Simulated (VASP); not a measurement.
# Al2Cu (Pmm2) in VASP: notebook, part 2 of 2

VASP 6.6.1.

### 3 Single point, PBEsol (mode 4 frozen in at -0.148 Å, strain +e along z and -e/2 along x and y +0.0700)

File INCAR:

```
SYSTEM = Al2Cu
ALGO = Fast ; EDIFF = 1E-6
ENCUT = 520 ; GGA = PS
ISIF = 2 ; ISMEAR = 0
LASPH = .TRUE. ; LCHARG = .FALSE.
LREAL = .FALSE. ; LWAVE = .FALSE.
NBANDS = 16 ; NELM = 80
PREC = Accurate ; SIGMA = 0.15
```

File KPOINTS:

```
k-points
0
G
  10 10 14
  0 0 0
```

File POSCAR:

```
Al2Cu
1.0
    3.9412606183      0.0000000000      0.0000000000
    0.0000000000      3.9412606183      0.0000000000
    0.0000000000      0.0000000000      3.0451069876
Al Cu
2 1
Direct
    0.5024873978      0.0000000000      0.5000000000
   -0.0363105904      0.5000000000      0.5000000000
    0.0143612780      0.0000000000      0.0000000000
```

Potentials or basis: VASP PAW PBE potentials, release 64 (Al, Cu).

The run is started by

```console
$ cat potpaw_PBE.64/Al/POTCAR potpaw_PBE.64/Cu/POTCAR > POTCAR
$ mpirun -np 1 vasp_std > vasp.out
```

OUTCAR:

```text
SYSTEM = Al2Cu
   EDIFF = 1E-6
   ENCUT = 520
   GGA = PS
   ISIF = 2
   ISMEAR = 0
   LASPH = .TRUE.
   LREAL = .FALSE.
   NELM = 80
   PREC = Accurate

 ion  position               nearest neighbor table
   1  0.502  0.000  0.500-   3 2.45   3 2.45   3 2.53   3 2.53   2 2.68   2 2.68   2 2.90   2 2.90

   2  0.964  0.500  0.500-   3 2.50   3 2.50   3 2.50   3 2.50   1 2.68   1 2.68   1 2.90   1 2.90

   3  0.014  0.000  0.000-   1 2.45   1 2.45   2 2.50   2 2.50   2 2.50   2 2.50   1 2.53   1 2.53

  LATTYP: Found a simple tetragonal cell.
 ALAT       =     3.9412606183
[... 637 lines left out ...]
      6       3.1303      2.00000
[... 8 lines left out ...]
     15      16.0622      0.00000
     16      18.3608      0.00000

 [... further k-points ...]
[... 5 lines left out ...]
  --------------------------------------------------------------------------------------
  -------------------------------------------------------------------------------------
  Total        1.4886818      1.4233740     -1.3999850      0.0000000      0.0000000      0.0000000
  in kB       50.4242668     48.2121768    -47.4199517      0.0000000      0.0000000      0.0000000
  external PRESSURE =      17.0721640 kB  Pullay stress =       0.0000000 kB

 VOLUME and BASIS-vectors are now :
 -----------------------------------------------------------------------------
  energy-cutoff  :      520.00
  volume of cell :       47.30
      direct lattice vectors                 reciprocal lattice vectors
     3.941260618  0.000000000  0.000000000     0.253725926  0.000000000  0.000000000
     0.000000000  3.941260618  0.000000000     0.000000000  0.253725926  0.000000000
     0.000000000  0.000000000  3.045106988     0.000000000  0.000000000  0.328395687

 POSITION                                       TOTAL-FORCE (eV/Angst)
 -----------------------------------------------------------------------------------
      1.98043      0.00000      1.52255        -0.212287      0.000000      0.000000
      3.79815      1.97063      1.52255         0.524872      0.000000      0.000000
      0.05660      0.00000      0.00000        -0.312585      0.000000      0.000000
 -----------------------------------------------------------------------------------
    total drift:                                0.001449     -0.000000     -0.000010

  FREE ENERGIE OF THE ION-ELECTRON SYSTEM (eV)
  ---------------------------------------------------
  free  energy   TOTEN  =       -12.4192720263 eV

  energy  without entropy=      -12.4053188289  energy(sigma->0) =      -12.41229543
```

stdout:

```text
POSCAR found type information on POSCAR AlCu
 POSCAR found :  2 types and       3 ions
 scaLAPACK will be used
 -----------------------------------------------------------------------------
|                                                                             |
|                                                                             |
|     You enforced a specific xc type in the INCAR file but a different       |
|     I HOPE YOU KNOW WHAT YOU ARE DOING!                                     |
|                                                                             |
 -----------------------------------------------------------------------------

 LDA part: xc-table for (Slater+PW92), standard interpolation
 POSCAR, INCAR and KPOINTS ok, starting setup
 FFT: planning ... GRIDC
 FFT: planning ... GRID_SOFT
 FFT: planning ... GRID
 WAVECAR not read
 entering main loop
```

It took 1.7 min on 1 thread of Intel Xeon 6975P-C (Granite Rapids), shared host; peak memory 0.31 GiB.

What came out:

```
Free energy   : -12.4193 eV
Pressure      : 1.7 GPa
Largest force : 0.525 eV/Å
```

Forces in eV/Å, atoms in the order of the input:
```
Al  -0.212  0.000  0.000
Al   0.525  0.000  0.000
Cu  -0.313  0.000  0.000
```

Stress tensor (GPa, compression positive):
```
 5.04  0.00  0.00
 0.00  4.82  0.00
 0.00  0.00 -4.74
```

Levels at points of the mesh, in eV from the Fermi level:
```csv
k point,band 7,band 8,band 9,band 10,band 11,band 12
"(0.00, 0.00, 0.00)",-1.82,-1.80,0.93,1.29,4.21,6.51
"(0.50, 0.00, 0.00)",-4.03,-0.31,2.14,2.42,3.07,5.78
"(0.00, 0.50, 0.00)",-4.04,-0.33,1.86,2.81,3.03,5.76
"(0.50, 0.50, 0.00)",-4.09,-3.87,-2.29,7.78,8.62,8.65
"(0.00, 0.00, 0.50)",-3.21,2.31,2.41,2.98,3.11,3.15
"(0.50, 0.00, 0.50)",-3.06,-2.68,-1.97,3.43,4.55,4.66
"(0.00, 0.50, 0.50)",-2.97,-2.73,-1.96,3.74,4.36,4.48
"(0.50, 0.50, 0.50)",-2.02,-1.94,-1.49,-1.10,-0.17,-0.04
```

Caveat: the cell differs from its parent crystal (mode 4 frozen in at -0.148 Å, strain +e along z and -e/2 along x and y +0.0700); the PAW data sets were made with another functional, which shifts forces and pressure a little.

### 4 Single point, PBEsol (mode 4 frozen in at -0.445 Å, strain +e along z and -e/2 along x and y +0.0700)

File INCAR:

```
SYSTEM = Al2Cu
  PREC = Accurate
  ENCUT = 520
  EDIFF = 1E-6
  ISMEAR = 0
  SIGMA = 0.15
  LREAL = .False.
  LASPH = .True.
  NELM = 100
  ALGO = Fast
  ISIF = 2
  LWAVE = .False.
  LCHARG = .False.
  GGA = PS
  NBANDS = 16
```

File KPOINTS:

```
Automatic mesh
0
Gamma
  10 10 14
  0 0 0
```

File POSCAR:

```
Al2Cu
1.0
    3.9412606183      0.0000000000      0.0000000000
    0.0000000000      3.9412606183      0.0000000000
    0.0000000000      0.0000000000      3.0451069876
Al Cu
2 1
Direct
    0.5074638706      0.0000000000      0.5000000000
   -0.1089562558      0.5000000000      0.5000000000
    0.0430935180      0.0000000000      0.0000000000
```

The run is started by

```console
$ cat potpaw_PBE.64/Al/POTCAR potpaw_PBE.64/Cu/POTCAR > POTCAR
$ mpirun -np 1 vasp_std > vasp.out
```

Wall time 1.8 min (1 thread of Intel Xeon 6975P-C (Granite Rapids), shared host); peak memory 0.32 GiB.

The run converged. Its results:

| Property | Result |
| --- | --- |
| Free energy | -12.0119 eV |
| Pressure | 5.2 GPa |
| Largest force | 1.789 eV/Å |

Forces in eV/Å, atoms in the order of the input:
```
Al  -0.735  0.000  0.000
Al   1.789  0.000  0.000
Cu  -1.054  0.000  0.000
```

Stress tensor (GPa, compression positive):
```
10.07  0.00  0.00
 0.00 10.23  0.00
 0.00  0.00 -4.72
```

Levels at points of the mesh, in eV from the Fermi level:
```csv
k point,band 5,band 6,band 7,band 8,band 9,band 10,band 11,band 12,band 13,band 14
"(0.00, 0.00, 0.00)",-3.94,-3.80,-1.77,-1.58,0.65,1.20,4.25,6.42,6.96,8.44
"(0.50, 0.00, 0.00)",-4.02,-3.94,-3.79,-0.09,1.99,2.13,3.31,5.93,7.75,8.30
"(0.00, 0.50, 0.00)",-3.95,-3.88,-3.82,-0.28,1.27,3.02,3.61,5.79,7.70,8.58
"(0.50, 0.50, 0.00)",-4.01,-3.94,-3.86,-3.67,-2.43,7.95,8.45,8.59,8.70,8.94
"(0.00, 0.00, 0.50)",-4.37,-3.79,-3.07,1.87,2.04,2.66,3.22,3.55,4.23,4.26
"(0.50, 0.00, 0.50)",-3.90,-3.82,-3.25,-2.40,-2.11,2.55,4.89,5.47,5.50,6.26
"(0.00, 0.50, 0.50)",-3.99,-3.67,-2.75,-2.56,-2.08,4.09,4.10,4.34,5.67,6.56
"(0.50, 0.50, 0.50)",-3.58,-3.40,-2.12,-1.99,-1.56,-0.85,-0.33,0.44,2.19,13.06
```

Caveat: the cell differs from its parent crystal (mode 4 frozen in at -0.445 Å, strain +e along z and -e/2 along x and y +0.0700); the PAW data sets were made with another functional, which shifts forces and pressure a little.
